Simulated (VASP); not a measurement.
Here is a VASP 6.6.1 calculation.

INCAR

```
  PREC = Accurate
  ENCUT = 520
  EDIFF = 1E-7
  ISMEAR = -1
  SIGMA = 0.02
  LREAL = False
  LASPH = True
  NELM = 80
  ALGO = Normal
  ISIF = 2
  LWAVE = False
  LCHARG = True
  GGA = PE
  LELF = True
  LVHAR = True
  NBANDS = 15
```

KPOINTS

```
regular mesh
0
Gamma
  6 6 6
```

POSCAR

```
KI
1.0
    0.0000000000      3.5442842164      3.5442842164
    3.4733985321      0.0000000000      3.5442842164
    3.4733985321      3.5442842164      0.0000000000
K I
1 1
Direct
    0.0000000000      0.0000000000      0.0000000000
    0.5000000000      0.5000000000      0.5000000000
```

Potentials or basis: VASP PAW PBE potentials, release 64 (K_sv, I).

Run with:

```console
$ cat potpaw_PBE.64/K_sv/POTCAR potpaw_PBE.64/I/POTCAR > POTCAR
$ mpirun -np 1 vasp_std > vasp.out
```

Question: Estimate the band gap on the k mesh.

Answer: 3.98 eV, direct.

Question: What does it give for the pressure?

Answer: 0.8 GPa.

Stress tensor (GPa, compression positive):
```
1.17 0.00 0.00
0.00 0.57 0.00
0.00 0.00 0.57
```

Caveat: the cell differs from its parent crystal (uniaxial x strain -2.0%); spin-orbit coupling is left out, which moves the levels of the heavy elements.
